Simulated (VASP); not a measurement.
The system is BeSe3.

```
CELL_PARAMETERS angstrom
3.70000 0.00000 0.00000
0.00000 3.70000 0.00000
0.00000 0.00000 12.80000
ATOMIC_POSITIONS crystal
Be 0.50000 0.50000 0.00000
Be 0.00000 0.00000 0.00000
Se 0.50000 0.00000 0.89500
Se 0.00000 0.50000 0.10500
Se 0.00000 0.50000 0.39500
Se 0.50000 0.00000 0.39500
Se 0.50000 0.00000 0.60500
Se 0.00000 0.50000 0.60500
```

* Program: VASP 6.6.1
* Task: relaxation of cell and atoms
* Functional: PBE
* Potentials or basis: VASP PAW PBE potentials, release 64 (Be, Se)
* Cutoff: 600 eV
* k mesh: 4 × 4 × 2
* Occupations: gaussian, width 0.2 eV
* Spin: no spin polarisation

At the start: pressure 5.8 GPa; volume 21.90 Å³/atom.

Task: How do energy, volume and symmetry change on relaxing?

Result: Over 10 steps the energy falls by 114.8 meV/atom and the volume is 25.30 Å³/atom (+15.5 %); space group P4/nmm (No. 129, to 0.1 Å) before and after.

Step by step:
| step | energy change (eV) | largest force (eV/Å) | pressure (GPa) | volume (Å³) |
| --- | --- | --- | --- | --- |
| 1 | 0.0000 | 1.4600 | 5.82 | 175.23 |
| 2 | -0.4912 | 1.1670 | -2.17 | 196.18 |
| 3 | -0.5002 | 1.0693 | -1.42 | 193.49 |
| 4 | -0.6825 | 0.6052 | -0.43 | 192.12 |
| 5 | -0.8240 | 0.2873 | 1.72 | 189.91 |
| 6 | -0.8231 | 0.4589 | 2.44 | 189.33 |
| 7 | -0.8882 | 0.4116 | 1.66 | 195.19 |
| 8 | -0.8969 | 0.3916 | 1.38 | 197.82 |
| 9 | -0.8980 | 0.3822 | 1.26 | 199.08 |
| 10 | -0.9181 | 0.0414 | -0.27 | 202.40 |

Final structure:
```cif
data_structure
_symmetry_space_group_name_H-M 'P 1'
_symmetry_Int_Tables_number 1
_cell_length_a 3.7294
_cell_length_b 3.7294
_cell_length_c 14.5520
_cell_angle_alpha 90.000
_cell_angle_beta 90.000
_cell_angle_gamma 90.000
_cell_volume 202.40
loop_
_atom_site_label
_atom_site_type_symbol
_atom_site_fract_x
_atom_site_fract_y
_atom_site_fract_z
_atom_site_occupancy
Be1 Be 0.50000 0.50000 0.00000 1
Be2 Be 0.00000 0.00000 0.00000 1
Se1 Se 0.50000 0.00000 0.90953 1
Se2 Se 0.00000 0.50000 0.09047 1
Se3 Se 0.00000 0.50000 0.37982 1
Se4 Se 0.50000 0.00000 0.37932 1
Se5 Se 0.50000 0.00000 0.62018 1
Se6 Se 0.00000 0.50000 0.62068 1
```

Caveat: the k points lie up to 0.42 Å⁻¹ apart in the final cell, too coarse for converged energies and pressures of a metal; the volume moved by over 15 % at a fixed basis, so the end points are rough; this functional lacks dispersion, which binds layers or chains, so the pressure and a relaxed spacing across them are unreliable; the relaxation stopped at a loose force limit of 0.08 eV/Å, so its end isn't a converged minimum.
